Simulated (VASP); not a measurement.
Wanted: the native input for a VASP 6.6.1 run.

| Quantity | Value |
| --- | --- |
| Task | relaxation of cell and atoms |
| Functional | PBE |
| Potentials or basis | VASP PAW PBE potentials, release 64 (In_d, C) |
| Cutoff | 600 eV |
| k mesh | 6 × 6 × 6 |
| Occupations | gaussian, width 0.1 eV |
| Spin | no spin polarisation |
| Dipole correction | no |
| Further INCAR settings | ALGO = Normal; EDIFF = 1e-06; IBRION = 2; EDIFFG = -0.04; NSW = 90; ISIF = 3 |

The structure of In2C lies in POSCAR:

```
In2C
1.0
    0.0000000000      3.0846020111      3.0846020111
    3.0846020111      0.0000000000      3.0846020111
    3.0846020111      3.0846020111      0.0000000000
In C
2 1
Direct
    0.2500000000      0.2500000000      0.2500000000
    0.7500000000      0.7500000000      0.7500000000
    0.0000000000      0.0000000000      0.0000000000
```

The cell was built from a structure type or drawn by symmetry, and may not be a known phase.

One way to write it, as run:

INCAR

```
SYSTEM = In2C
  ALGO = Normal
  EDIFF = 1E-6
  EDIFFG = -0.04
  ENCUT = 600
  GGA = PE
  IBRION = 2
  ISIF = 3
  ISMEAR = 0
  LASPH = .True.
  LCHARG = .False.
  LREAL = .False.
  LWAVE = .False.
  NELM = 80
  NSW = 90
  PREC = Accurate
  SIGMA = 0.1
```

KPOINTS

```
k-points
0
Gamma
  6 6 6
  0 0 0
```

Potentials or basis: VASP PAW PBE potentials, release 64 (In_d, C).

The run is started by

```bash
$ cat potpaw_PBE.64/In_d/POTCAR potpaw_PBE.64/C/POTCAR > POTCAR
$ mpirun -np 1 vasp_std > vasp.out
```

Results of the run:

```
Relaxed volume                        : 19.89 Å³/atom
Relaxed cell                          : a = 4.386 Å, b = 4.386 Å, c = 4.386 Å, α = 60.00°, β = 60.00°, γ = 60.00°
Space group after relaxing (to 0.1 Å) : Fm-3m (No. 225)
Energy gained by relaxing             : 0.8 meV/atom
Ionic steps                           : 2
Pressure after relaxing               : -0.1 GPa
Band gap on the k mesh                : zero (bands 15 and 16 overlap by 1.19 eV)
```

Caveat: spin-orbit coupling is left out, which moves the levels of the heavy elements.

Run time: 41 s on 1 thread of AMD EPYC 7R43 64-Core Processor (Zen 3), with other jobs on the host, peak memory 0.18 GiB.
